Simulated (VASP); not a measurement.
# Al3BiO3 (P31m) in VASP: relaxation of cell and atoms with PBE

Aim: the relaxation of cell and atoms of Al3BiO3 with PBE.

Program: VASP 6.6.1. These are calculated values, not measurements. Logs are shortened: lines on timing, memory, paths and dates and some standing lists are left out, and cuts for length are marked.

## (1) The cell of the first run

It takes space group P31m (No. 157, trigonal). The conventional cell has a = 5.363 Å, b = 5.363 Å, c = 4.854 Å, α = 90.00°, β = 90.00°, γ = 120.00°. Within 3.3 Å of Al (site symmetry m) lie 3 O at 2.52 to 2.62 Å and 2 Bi at 2.94 to 3.29 Å and 4 Al at 2.96 Å. Within 2.3 Å of Bi (site symmetry 3m) lie 3 O at 1.74 Å. Within 2.3 Å of O (site symmetry m) lie 1 Bi at 1.74 Å.

## (2) Relaxation of cell and atoms, PBE

The input, INCAR:

```
SYSTEM = Al3BiO3
  PREC = Accurate
  ENCUT = 600
  EDIFF = 1E-6
  ISMEAR = 0
  SIGMA = 0.15
  LREAL = .FALSE.
  LASPH = .TRUE.
  NELM = 60
  ALGO = Normal
  ISIF = 3
  LWAVE = .FALSE.
  LCHARG = .FALSE.
  GGA = PE
  IBRION = 2
  NSW = 36
  EDIFFG = -0.08
```

The input, KPOINTS:

```
regular mesh
0
G
  3 3 3
  0 0 0
```

The input, POSCAR:

```
Al3BiO3
1.0
    5.3626843500      0.0000000000      0.0000000000
   -2.6813421800      4.6442208800      0.0000000000
    0.0000000000      0.0000000000      4.8539699500
Al Bi O
3 1 3
Direct
    0.6355254500      0.0000000000      0.8151573800
    0.0000000000      0.6355254500      0.8151573800
    0.3644745500      0.3644745500      0.8151573800
    0.0000000000      0.0000000000      0.3614560300
    0.3171202500      0.0000000000      0.4322845100
    0.0000000000      0.3171202500      0.4322845100
    0.6828797500      0.6828797500      0.4322845100
```

Potentials or basis: VASP PAW PBE potentials, release 64 (Al, Bi_d, O).

The run is started by

```console
> cat potpaw_PBE.64/Al/POTCAR potpaw_PBE.64/Bi_d/POTCAR potpaw_PBE.64/O/POTCAR > POTCAR
> mpirun -np 1 vasp_std > vasp.out
```

OUTCAR:

```text
SYSTEM = Al3BiO3
   PREC = Accurate
   ENCUT = 600
   EDIFF = 1E-6
   ISMEAR = 0
   LREAL = .FALSE.
   LASPH = .TRUE.
   NELM = 60
   ISIF = 3
   GGA = PE
   IBRION = 2
   NSW = 36
   EDIFFG = -0.08

 ion  position               nearest neighbor table
   1  0.636  0.000  0.815-   5 2.52   6 2.62   7 2.62   4 2.94   2 2.96   2 2.96   3 2.96   3 2.96
                             4 3.29
   2  0.000  0.636  0.815-   6 2.52   5 2.62   7 2.62   4 2.94   1 2.96   3 2.96   1 2.96   3 2.96
                             4 3.29
   3  0.364  0.364  0.815-   7 2.52   6 2.62   5 2.62   4 2.94   2 2.96   1 2.96   2 2.96   1 2.96
                             4 3.29
   4  0.000  0.000  0.361-   7 1.74   5 1.74   6 1.74   3 2.94   1 2.94   2 2.94   3 3.29   1 3.29
                             2 3.29
   5  0.317  0.000  0.432-   4 1.74   1 2.52   2 2.62   3 2.62
   6  0.000  0.317  0.432-   4 1.74   2 2.52   1 2.62   3 2.62
   7  0.683  0.683  0.432-   4 1.74   3 2.52   2 2.62   1 2.62

  LATTYP: Found a hexagonal cell.
 ALAT       =     5.3626843500
 C/A-ratio  =     0.9051381049

  Lattice vectors:

 A1 = (   5.3626843500,   0.0000000000,   0.0000000000)
 A2 = (  -2.6813421800,   4.6442208800,   0.0000000000)
 A3 = (   0.0000000000,   0.0000000000,   4.8539699500)

Analysis of symmetry for initial positions (statically):
=====================================================================
 Subroutine PRICEL returns:
 Original cell was already a primitive cell.

 Routine SETGRP: Setting up the symmetry group for a
 hexagonal supercell.

 Subroutine GETGRP returns: Found  6 space group operations
 (whereof  6 operations were pure point group operations)
 out of a pool of 24 trial point group operations.

The static configuration has the point symmetry C_3v.

Analysis of symmetry for dynamics (positions and initial velocities):
=====================================================================
 Subroutine PRICEL returns:
 Original cell was already a primitive cell.

 Routine SETGRP: Setting up the symmetry group for a
 hexagonal supercell.

 Subroutine GETGRP returns: Found  6 space group operations
 (whereof  6 operations were pure point group operations)
 out of a pool of 24 trial point group operations.

The dynamic configuration has the point symmetry C_3v.

 Subroutine INISYM returns: Found  6 space group operations
 (whereof  6 operations are pure point group operations),
 and found     1 'primitive' translations

----------------------------------------------------------------------------------------

                                     Primitive cell

  volume of cell :     120.8905

  direct lattice vectors                    reciprocal lattice vectors
     5.362684350  0.000000000  0.000000000     0.186473776  0.107660685  0.000000000
    -2.681342180  4.644220880  0.000000000     0.000000000  0.215321369  0.000000000
     0.000000000  0.000000000  4.853969950     0.000000000  0.000000000  0.206016933

  length of vectors
     5.362684350  5.362684353  4.853969950     0.215321370  0.215321369  0.206016933

  position of ions in fractional coordinates (direct lattice)
     0.635525450  0.000000000  0.815157380
     1.000000000  0.635525450  0.815157380
     0.364474550  0.364474550  0.815157380
     0.000000000  0.000000000  0.361456030
     0.317120250  0.000000000  0.432284510
     1.000000000  0.317120250  0.432284510
     0.682879750  0.682879750  0.432284510

  ion indices of the primitive-cell ions
   primitive index   ion index
                 1           1
                 2           2
                 3           3
                 4           4
                 5           5
                 6           6
                 7           7

----------------------------------------------------------------------------------------

 KPOINTS: regular mesh

Automatic generation of k-mesh.
 Grid dimensions read from file:
 generate k-points for:    3    3    3

 Generating k-lattice:

  Cartesian coordinates                     Fractional coordinates (reciprocal lattice)
     0.062157925  0.035886895  0.000000000     0.333333333 -0.000000000  0.000000000
     0.000000000  0.071773790  0.000000000     0.000000000  0.333333333  0.000000000
     0.000000000  0.000000000  0.068672311     0.000000000  0.000000000  0.333333333

  Length of vectors
     0.071773790  0.071773790  0.068672311

  Shift w.r.t. Gamma in fractional coordinates (k-lattice)
     0.000000000  0.000000000  0.000000000

 Subroutine IBZKPT returns following result:
 ===========================================

 Found      7 irreducible k-points:

 Following reciprocal coordinates:
            Coordinates               Weight
  0.000000  0.000000  0.000000      1.000000
  0.333333  0.000000  0.000000      6.000000
  0.333333  0.333333  0.000000      2.000000
  0.000000  0.000000  0.333333      2.000000
  0.333333  0.000000  0.333333     12.000000
  0.333333  0.333333  0.333333      2.000000
 -0.333333 -0.333333  0.333333      2.000000
   k-points           NKPTS =      7   k-points in BZ     NKDIM =      7   number of bands    NBANDS=     25
   number of dos      NEDOS =    301   number of ions     NIONS =      7
   total plane-waves  NPLWV =  92160
   dimension x,y,z NGX =    48 NGY =   48 NGZ =   40
   dimension x,y,z NGXF=    96 NGYF=   96 NGZF=   80
   ions per type =               3   1   3
   NGX,Y,Z   is equivalent  to a cutoff of  14.88, 14.88, 13.70 a.u.
   NGXF,Y,Z  is equivalent  to a cutoff of  29.76, 29.76, 27.40 a.u.
 SYSTEM =  Al3BiO3
   PREC   = accura    normal or accurate (medium, high low for compatibility)
   ISTART =      0    job   : 0-new  1-cont  2-samecut
   ICHARG =      2    charge: 1-file 2-atom 10-const
   ISPIN  =      1    spin polarized calculation?
   LNONCOLLINEAR =      F non collinear calculations
   LSORBIT =      F    spin-orbit coupling
   LASPH  =      T    aspherical Exc in radial PAW
   ENCUT  =  600.0 eV  44.10 Ry    6.64 a.u.  10.71 10.71  9.69*2*pi/ulx,y,z
   NELM   =     60;   NELMIN=  2; NELMDL= -5     # of ELM steps
   EDIFF  = 0.1E-05   stopping-criterion for ELM
   LREAL  =      F    real-space projection
   EDIFFG = -.8E-01   stopping-criterion for IOM
   NSW    =     36    number of steps for IOM
   IBRION =      2    ionic relax: 0-MD 1-quasi-New 2-CG
   NFREE  =      1    steps in history (QN), initial steepest desc. (CG)
   ISIF   =      3    stress and relaxation
   ISYM   =      2    0-nonsym 1-usesym 2-fastsym
   POTIM  = 0.5000    time-step for ionic-motion
   TEBEG  =    0.0;   TEEND  =   0.0 temperature during run
   PSTRESS=    0.0 pullay stress
   NELECT =      42.0000    total number of electrons
   NUPDOWN=      -1.0000    fix difference up-down
   EMIN   =  10.00;   EMAX   =-10.00  energy-range for DOS
   EFERMI =   0.00;   METHOD = LEGACY
   ISMEAR =     0;   SIGMA  =   0.15  broadening in eV -4-tet -1-fermi 0-gaus
   EFERMI_NEDOS =   21; number of points for ismear=-14 and -15
   IALGO  =     38    algorithm
   IMIX   =      4    mixing-type and parameters
     AMIX     =   0.40;   BMIX     =  1.00
     AMIX_MAG =   1.60;   BMIX_MAG =  1.00
  volume/ion in A,a.u.               =      17.27       116.54
  Fermi-wavevector in a.u.,A,eV,Ry     =   1.150872  2.174834 18.021018  1.324507
  Thomas-Fermi vector in A             =   2.287534
   LORBIT       =      0    0 simple, 1 ext, 2 COOP (PROOUT), +10 PAW based schemes
   GGA     = PE    functional components
   LHFCALC =     F    Hartree Fock is set to
   AEXX    =    0.0000 exact exchange contribution
   IVDW    =     0    specifies the selected vdW correction
   LEPSILON=     F    determine dielectric tensor
   LRPA    =     F    only Hartree local field effects (RPA)
 conjugate gradient relaxation of ions
 non-spin polarized calculation
 Gauss-broadening in eV      SIGMA  =   0.15
  energy-cutoff  :      600.00
  volume of cell :      120.89
 maximum number of plane-waves:      4051
 NGX is ok and might be reduce to    48
   NGX = 21   NGY = 21   NGZ = 19

--------------------------------------- Ionic step        1  -------------------------------------------

 number of electron      42.0000003 magnetization

 Free energy of the ion-electron system (eV)
  ---------------------------------------------------
  ext. energy  EPLUGINS =         0.00000000
  ---------------------------------------------------
  free energy    TOTEN  =       -25.46365213 eV

  energy without entropy =      -25.43492056  energy(sigma->0) =      -25.44928634

------------------------ aborting loop because EDIFF is reached ----------------------------------------

  FORCE on cell =-STRESS in cart. coord.  units (eV):
  Direction    XX          YY          ZZ          XY          YZ          ZX
  --------------------------------------------------------------------------------------
  -------------------------------------------------------------------------------------
  Total       28.6455582     28.6455582      4.9535016     -0.0000000      0.0000000      0.0000000
  in kB      379.6432537    379.6432537     65.6493914     -0.0000004      0.0000000      0.0000000
  external PRESSURE =     274.9786329 kB  Pullay stress =       0.0000000 kB
[... 104 lines left out ...]
  FREE ENERGIE OF THE ION-ELECTRON SYSTEM (eV)
  ---------------------------------------------------
  free  energy   TOTEN  =       -28.7756836481 eV

  energy  without entropy=      -28.7561795307  energy(sigma->0) =      -28.76593159

 E-fermi :   6.6293     XC(G=0): -10.1727

 val. band max:        6.3979734866   @ k =   0.0000   0.0000   0.3333
 cond. band min:       6.8776798142   @ k =   0.0000   0.0000   0.0000
 fundamental gap:      0.4797063276
 Fermi energy:         6.6292814223

 k-point     1 :       0.0000    0.0000    0.0000
  band No.  band energies     occupation
      1     -16.7882      2.00000
      2     -16.7882      2.00000
      3     -16.6683      2.00000
      4     -16.6683      2.00000
      5     -16.6649      2.00000
      6     -13.2501      2.00000
[... 185 lines left out ...]
     24       9.5640      0.00000
     25      10.0395      0.00000

 E-fermi :   4.2463     XC(G=0):  -9.0401

 val. band max:        3.9486632019   @ k =  -0.3333  -0.3333   0.3333
 cond. band min:       4.5686908536   @ k =   0.3333   0.0000   0.0000
 fundamental gap:      0.6200276516
 Fermi energy:         4.2462590441

 k-point     1 :       0.0000    0.0000    0.0000
  band No.  band energies     occupation
      1     -18.3893      2.00000
      2     -18.3845      2.00000
      3     -18.3845      2.00000
      4     -18.3453      2.00000
      5     -18.3453      2.00000
      6     -14.2654      2.00000
[... 185 lines left out ...]
     24       6.4676      0.00000
     25       7.5476      0.00000

[... ionic steps 4 to 33 ...]

--------------------------------------- Ionic step       34  -------------------------------------------

 number of electron      42.0000004 magnetization

------------------------ aborting loop because EDIFF is reached ----------------------------------------

  FORCE on cell =-STRESS in cart. coord.  units (eV):
  Direction    XX          YY          ZZ          XY          YZ          ZX
  --------------------------------------------------------------------------------------
  -------------------------------------------------------------------------------------
  Total       -0.0098071     -0.0098071      0.0037180      0.0000000      0.0000000     -0.0000000
  in kB       -0.1127360     -0.1127360      0.0427392      0.0000000      0.0000000     -0.0000000
  external PRESSURE =      -0.0609110 kB  Pullay stress =       0.0000000 kB
[... 67 lines left out ...]
  energy  without entropy=      -42.6094135529  energy(sigma->0) =      -42.60944943

--------------------------------------- Ionic step       36  -------------------------------------------

 number of electron      41.9999998 magnetization

 Free energy of the ion-electron system (eV)
  ---------------------------------------------------
  ext. energy  EPLUGINS =         0.00000000
  ---------------------------------------------------
  free energy    TOTEN  =       -42.61192726 eV

  energy without entropy =      -42.61186648  energy(sigma->0) =      -42.61189687

 E-fermi :   3.9297     XC(G=0):  -8.4264

 val. band max:        3.5699803309   @ k =   0.0000   0.0000   0.0000
 cond. band min:       4.2548048365   @ k =   0.0000   0.0000   0.0000
 fundamental gap:      0.6848245056
 Fermi energy:         3.9297213633

 k-point     1 :       0.0000    0.0000    0.0000
  band No.  band energies     occupation
      1     -17.6894      2.00000
      2     -17.6751      2.00000
      3     -17.6751      2.00000
      4     -17.6511      2.00000
      5     -17.6511      2.00000
      6     -17.1393      2.00000
[... 219 lines left out ...]
  FREE ENERGIE OF THE ION-ELECTRON SYSTEM (eV)
  ---------------------------------------------------
  free  energy   TOTEN  =       -42.6119272625 eV

  energy  without entropy=      -42.6118664825  energy(sigma->0) =      -42.61189687

 reached required accuracy - stopping structural energy minimisation
```

It took 14 min on 1 thread of Intel Xeon Platinum 8488C (Sapphire Rapids), shared host; peak memory 0.33 GiB.

Results:

```
Free energy                            : -42.6119 eV
Relaxed volume                         : 20.05 Å³/atom
Relaxed cell                           : a = 5.170 Å, b = 5.170 Å, c = 6.062 Å, α = 90.00°, β = 90.00°, γ = 120.00°
Space group after relaxing (to 0.05 Å) : P31m (No. 157)
Energy gained by relaxing              : 2449.8 meV/atom
Ionic steps                            : 36
Pressure after relaxing                : 0.3 GPa
Largest force after relaxing           : 0.027 eV/Å
Band gap on the k mesh                 : 0.68 eV, direct
```

Forces on the atoms (eV/Å):
```
Al   0.001  0.000 -0.016
Al   0.000  0.001 -0.016
Al   0.000 -0.001 -0.016
Bi   0.000  0.000  0.009
O   -0.024  0.000  0.013
O    0.012 -0.021  0.013
O    0.012  0.021  0.013
```

The path:
| step | energy change (eV) | largest force (eV/Å) | pressure (GPa) | volume (Å³) |
| --- | --- | --- | --- | --- |
| 1 | 0.0000 | 12.5945 | 27.50 | 120.89 |
| 2 | -3.0493 | 3.3030 | -15.46 | 179.25 |
| 3 | -3.3120 | 3.2150 | -15.47 | 173.98 |
| 4 | -3.6744 | 3.1151 | -15.37 | 168.34 |
| 5 | -5.6661 | 2.4485 | -10.37 | 143.49 |
| 6 | -5.4240 | 4.0916 | -1.62 | 131.91 |
| 7 | -5.7867 | 2.3001 | -8.40 | 139.79 |
| 8 | -5.7946 | 2.3488 | -7.37 | 138.28 |
| 9 | -7.9962 | 2.6058 | -6.03 | 125.87 |
| 10 | -1.0329 | 22.3179 | 71.39 | 92.75 |
| 11 | -8.0837 | 2.7095 | -4.04 | 121.32 |
| 12 | -9.7521 | 2.6503 | 9.84 | 106.46 |
| 13 | -9.9057 | 5.7533 | 13.53 | 113.44 |
| 14 | -10.1556 | 3.0440 | 10.61 | 110.44 |
| 15 | -11.0133 | 2.1948 | 3.12 | 118.00 |
| 16 | -11.6708 | 1.8870 | -4.65 | 130.23 |
| 17 | -11.7256 | 1.9860 | -6.38 | 134.39 |
| 18 | -12.4155 | 2.1559 | -6.33 | 136.90 |
| 19 | -13.5422 | 4.0284 | -4.67 | 144.48 |
| 20 | -14.4997 | 4.5794 | -1.49 | 142.44 |
| 21 | -14.7926 | 5.1236 | 2.13 | 140.50 |
| 22 | -15.7414 | 2.6826 | 0.38 | 142.35 |
| 23 | -16.1945 | 2.1805 | -0.58 | 144.35 |
| 24 | -16.5916 | 1.1456 | -1.65 | 144.09 |
| 25 | -16.7476 | 1.0683 | -2.29 | 143.79 |
| 26 | -16.9395 | 0.8836 | -0.59 | 139.76 |
| 27 | -16.9913 | 0.7603 | 0.88 | 136.65 |
| 28 | -17.0589 | 0.4802 | 0.13 | 137.59 |
| 29 | -17.0821 | 0.6105 | -0.59 | 138.55 |
| 30 | -17.1271 | 0.1554 | 0.03 | 137.92 |
| 31 | -17.1321 | 0.0774 | 0.34 | 137.62 |
| 32 | -17.1390 | 0.1763 | 0.19 | 138.35 |
| 33 | -17.1396 | 0.2736 | 0.12 | 138.66 |
| 34 | -17.1439 | 0.2023 | -0.01 | 139.38 |
| 35 | -17.1458 | 0.1184 | -0.16 | 140.21 |
| 36 | -17.1483 | 0.0271 | 0.35 | 140.32 |

Final structure:
```yaml
crystal:
  lattice:
    - [5.17006, 0.00000, 0.00000]
    - [-2.58503, 4.47740, 0.00000]
    - [0.00000, 0.00000, 6.06192]
  atoms:
    - { symbol: Al, position: [0.68466, 0.00000, 0.72024] }
    - { symbol: Al, position: [0.00000, 0.68466, 0.72024] }
    - { symbol: Al, position: [0.31534, 0.31534, 0.72024] }
    - { symbol: Bi, position: [0.00000, 0.00000, 0.09234] }
    - { symbol: O, position: [0.35597, 0.00000, 0.61691] }
    - { symbol: O, position: [0.00000, 0.35597, 0.61691] }
    - { symbol: O, position: [0.64403, 0.64403, 0.61691] }
```

Caveat: the k points lie up to 0.47 Å⁻¹ apart in the final cell; the volume moved by over 15 % at a fixed basis, so the end points are rough; spin-orbit coupling is left out, which moves the levels of the heavy elements; the relaxation stopped at a loose force limit of 0.08 eV/Å, so its end isn't a converged minimum. PBE gaps usually lie below the measured ones, often by a third to a half.
